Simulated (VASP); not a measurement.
Here is a VASP 6.6.1 calculation.

Contents of INCAR:

```
SYSTEM = Al
ALGO = Normal
EDIFF = 1E-6
ENCUT = 500
GGA = PE
GGA_COMPAT = .False.
ISIF = 2
ISMEAR = 0
LASPH = .True.
LCHARG = .False.
LREAL = .False.
LWAVE = .False.
NBANDS = 10
NELM = 120
PREC = Accurate
SIGMA = 0.1
```

Contents of KPOINTS:

```
k-points
0
Gamma
  6 6 3
  0 0 0
```

Contents of POSCAR:

```
Al
1.0
    2.8124553515      0.0000000000      0.0000000000
   -1.4062276757      2.4356577814      0.0000000000
    0.0000000000      0.0000000000      4.8668500000
Al
2
Direct
    0.6666666667      0.3333333333      0.7500000000
    0.3333333333      0.6666666667      0.3527358558
```

Potentials or basis: VASP PAW PBE potentials, release 64 (Al).

Command:

```sh
$ cat potpaw_PBE.64/Al/POTCAR > POTCAR
$ mpirun -np 1 vasp_std > vasp.out
```

(1) Predict the band gap on the k mesh.

(2) What does it give for the pressure?

(3) Estimate the largest force.

Answers

(1) zero (band 3 reaches 9.20 eV, above the bottom of band 4 at 6.19 eV).

(2) 9.0 GPa.

(3) 2.524 eV/Å.

Caveat: the k points lie up to 0.43 Å⁻¹ apart; forces of over 1 eV/Å act on the atoms, so gaps and moduli don't describe the material at rest.
